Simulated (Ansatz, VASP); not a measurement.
## AlN: VASP beside Ansatz

The input INCAR:

```
SYSTEM = AlN
PREC     = Accurate       ! precision mode
ENCUT    = 520            ! plane-wave cutoff, eV
EDIFF    = 1E-6           ! SCF threshold, eV
ISMEAR   = 0              ! smearing method
SIGMA    = 0.02           ! smearing width, eV
LREAL    = .False.        ! projectors in reciprocal space
LASPH    = .True.         ! aspherical terms in the spheres
NELM     = 80             ! most SCF steps
ALGO     = Normal         ! electronic algorithm
ISIF     = 2              ! what is computed and relaxed
LWAVE    = .False.        ! write WAVECAR
LCHARG   = .False.        ! write CHGCAR
GGA      = PS             ! functional
NBANDS   = 16             ! bands
```

The input KPOINTS:

```
regular mesh
0
Gamma
  9 9 6
  0 0 0
```

File POSCAR:

```
AlN
1.0
    3.1682445912      0.0000000000      0.0000000000
   -1.5841222956      2.7437803014      0.0000000000
    0.0000000000      0.0000000000      4.9202552000
Al N
2 2
Direct
    0.3333333333      0.6666666667      0.0120530333
    0.6666666667      0.3333333333      0.5120530333
    0.3333333333      0.6666666667      0.3729469667
    0.6666666667      0.3333333333      0.8729469667
```

Input for Ansatz:

```yaml
crystal:
  lattice:
    - [3.1682445912, 0.0, 0.0]
    - [-1.5841222956, 2.7437803014, 0.0]
    - [0.0, 0.0, 4.9202552]
  atoms:
    - { symbol: Al, position: [0.3333333333, 0.6666666667, 0.0120530333] }
    - { symbol: Al, position: [0.6666666667, 0.3333333333, 0.5120530333] }
    - { symbol: "N", position: [0.3333333333, 0.6666666667, 0.3729469667] }
    - { symbol: "N", position: [0.6666666667, 0.3333333333, 0.8729469667] }
basis:
  ecutwfc: 420
kpoints:
  mp_grid: { grid: [9, 9, 6] }
hamiltonian:
  xc: pbesol
scf:
  occupations: { method: gaussian, width: 0.02 }
output:
  forces: true
  stress: true
  eigenvalues: true
```

Alike in both runs: task single point; functional PBEsol; k mesh 9 × 9 × 6; occupations gaussian, width 0.02 eV; no spin polarisation.

```csv
,VASP,Ansatz
version,VASP 6.6.1,Ansatz 0.2.0
potentials or method,"VASP PAW PBE potentials, release 64 (Al, N), cutoff 520 eV","scalar-relativistic, plane waves, PAW"
valence electrons in the cell,16,16
```

Ansatz gave:

```
gap on the k mesh at the Fermi level (eV)                     : 4.01
least direct gap on the mesh (eV)                             : 4.01
pressure (GPa)                                                : -1.1
traceless stress, the component that is largest in VASP (GPa) : 20.51
rms of the force components (eV/Å)                            : 1.287
```

Problem. Which values does VASP return?

Solution. gap on the k mesh at the Fermi level (eV): 4.03; least direct gap on the mesh (eV): 4.03; pressure (GPa): -1.1; traceless stress, the component that is largest in VASP (GPa): 20.85; rms of the force components (eV/Å): 1.304.

VASP's potentials were made for PBE, not for PBEsol. Atom by atom the forces differ by 0.018 eV/Å (rms over components). With one functional, cell and mesh, what is left measures potentials, basis and numerics.
